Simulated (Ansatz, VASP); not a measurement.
**One calculation of Ta2N, two programs**

```
Ta N
1.0
     3.11474    0.00000    0.00000
    -1.55737    2.69744    0.00000
     0.00000    0.00000    4.85638
Ta N
2 1
Direct
  0.33333 0.66667 0.75251
  0.66667 0.33333 0.24749
  0.00000 0.00000 0.50000
```

Alike in both runs: task relaxation of cell and atoms; functional PBE; k mesh 18 × 18 × 10; occupations gaussian, width 0.1 eV; no spin polarisation.

|  | VASP | Ansatz |
| --- | --- | --- |
| version | VASP 6.6.1 | Ansatz 0.2.0 |
| potentials or method | VASP PAW PBE potentials, release 64 (Ta_pv, N), cutoff 600 eV | scalar-relativistic, plane waves, PAW |
| valence electrons in the cell | 27 | 31 |

|  | VASP | Ansatz | Ansatz less VASP |
| --- | --- | --- | --- |
| gap on the k mesh at the Fermi level, each at its own relaxed structure (eV) | none | none | - |
| relaxed volume (Å³/atom) | 13.57 | 13.55 | -0.012 |
| relaxed cell length with the largest relative difference (Å) | 4.886 | 4.882 | -0.0032 |

A gap of «none» marks a metal or a gap that the smearing closes. VASP's potentials hold 27 valence electrons a cell and Ansatz's 31, so a difference there can come from the potentials and not from the codes.

Spin-orbit coupling is off throughout.
